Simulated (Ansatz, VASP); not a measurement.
## One calculation of NaPbF3, two programs

POSCAR

```
NaPbF3
1.0
    4.7912269531      0.0000000000      0.0000000000
    0.0000000000      4.7673900031      0.0000000000
    0.0000000000      0.0000000000      4.7673900031
Na Pb F
1 1 3
Direct
    0.0000000000      0.0000000000      0.0000000000
    0.5000000000      0.5000000000      0.5000000000
    0.5000000000      0.5000000000      0.0000000000
    0.5000000000      0.0000000000      0.5000000000
    0.0000000000      0.5000000000      0.5000000000
```

File INCAR.step1:

```
SYSTEM = NaPbF3
PREC     = Accurate       ! precision mode
ENCUT    = 520            ! plane-wave cutoff, eV
ISMEAR   = 0              ! smearing method
SIGMA    = 0.01           ! smearing width, eV
LREAL    = .False.        ! projectors in reciprocal space
LASPH    = .True.         ! aspherical terms in the spheres
NELM     = 60             ! most SCF steps
NBANDS   = 29             ! bands
GGA      = PE             ! functional
ALGO     = Normal         ! electronic algorithm
EDIFF    = 1E-4           ! SCF threshold, eV
LWAVE    = .True.         ! write WAVECAR
LCHARG   = .False.        ! write CHGCAR
```

Contents of INCAR.step2:

```
SYSTEM = NaPbF3
PREC     = Accurate       ! precision mode
ENCUT    = 520            ! plane-wave cutoff, eV
EDIFF    = 1E-7           ! SCF threshold, eV
ISMEAR   = 0              ! smearing method
SIGMA    = 0.01           ! smearing width, eV
LREAL    = .False.        ! projectors in reciprocal space
LASPH    = .True.         ! aspherical terms in the spheres
NELM     = 60             ! most SCF steps
ALGO     = Normal         ! electronic algorithm
ISIF     = 2              ! what is computed and relaxed
LWAVE    = .False.        ! write WAVECAR
LCHARG   = .False.        ! write CHGCAR
METAGGA  = R2SCAN         ! meta-GGA
LMIXTAU  = .True.       
NBANDS   = 29             ! bands
ISTART   = 1
```

KPOINTS

```
Automatic mesh
0
Gamma
  6 6 6
  0 0 0
```

Input for Ansatz:

```yaml
crystal:
  lattice:
    - [4.7912269531, 0.0, 0.0]
    - [0.0, 4.7673900031, 0.0]
    - [0.0, 0.0, 4.7673900031]
  atoms:
    - { symbol: Na, position: [0.0, 0.0, 0.0] }
    - { symbol: Pb, position: [0.5, 0.5, 0.5] }
    - { symbol: F, position: [0.5, 0.5, 0.0] }
    - { symbol: F, position: [0.5, 0.0, 0.5] }
    - { symbol: F, position: [0.0, 0.5, 0.5] }
kpoints:
  mp_grid: { grid: [6, 6, 6] }
  band_path:
    path: [[0.0, 0.0, 0.0], [0.0, 0.5, 0.0], [0.5, 0.5, 0.0], [0.5, 0.5, 0.5]]
    npoints: 1
hamiltonian:
  xc: r2scan
scf:
  occupations: { method: fixed }
  n_extra_bands: 5
output:
  forces: true
  stress: true
  eigenvalues: true
```

Change from the starting cell: uniaxial_x strain +0.5%.

Alike in both runs: task single point; functional r2SCAN; k mesh 6 × 6 × 6; no spin polarisation.

|  | VASP | Ansatz |
| --- | --- | --- |
| version | VASP 6.6.1 | Ansatz 0.2.0 |
| potentials or method | VASP PAW PBE potentials, release 64 (Na_pv, Pb_d, F) | plane waves, PAW |
| plane-wave cutoff (eV) | 520 | 500 |
| occupations | gaussian, width 0.01 eV | fixed |
| valence electrons in the cell | 42 | 44 |

|  | VASP | Ansatz | Ansatz less VASP |
| --- | --- | --- | --- |
| gap on the k mesh at the Fermi level (eV) | 2.40 | 2.38 | -0.014 |
| pressure (GPa) | -0.3 | -0.2 | +0.05 |
| traceless stress, the component that is largest in VASP (GPa) | -0.28 | -0.27 | +0.010 |

VASP's potentials were made for PBE, not for r2SCAN. VASP's potentials hold 42 valence electrons a cell and Ansatz's 44, so a difference there can come from the potentials and not from the codes.

Neither program's run includes spin-orbit coupling.
